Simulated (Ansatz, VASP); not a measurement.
## One calculation of Te5As, two programs

```
Te As
1.0
     3.98723    0.00000    0.00000
    -1.99362    3.45304    0.00000
     0.00000    0.00000   12.91955
Te As
5 1
Direct
  0.66667 0.33333 0.85368
  0.33333 0.66667 0.66914
  0.66667 0.33333 0.50000
  0.33333 0.66667 0.33086
  0.66667 0.33333 0.14632
  0.33333 0.66667 0.00000
```

Change from the starting cell: species swapped into the CeMg5 type (P-6m2, No. 187).

Alike in both runs: task relaxation of cell and atoms; functional PBE; k mesh 12 × 12 × 4; occupations gaussian, width 0.1 eV; no spin polarisation.

|  | VASP | Ansatz |
| --- | --- | --- |
| version | VASP 6.6.1 | Ansatz 0.2.0 |
| potentials or method | VASP PAW PBE potentials, release 64 (Te, As), cutoff 600 eV | scalar-relativistic, plane waves, PAW |
| valence electrons in the cell | 35 | 95 |

|  | VASP | Ansatz | Ansatz less VASP |
| --- | --- | --- | --- |
| gap on the k mesh at the Fermi level, each at its own relaxed structure (eV) | none | none | - |
| relaxed volume (Å³/atom) | 29.59 | 29.65 | +0.052 |
| relaxed cell length with the largest relative difference (Å) | 3.985 | 3.987 | +0.0025 |

A gap of «none» marks a metal or a gap that the smearing closes. VASP's potentials hold 35 valence electrons a cell and Ansatz's 95, so a difference there can come from the potentials and not from the codes.

Neither program's run includes spin-orbit coupling.
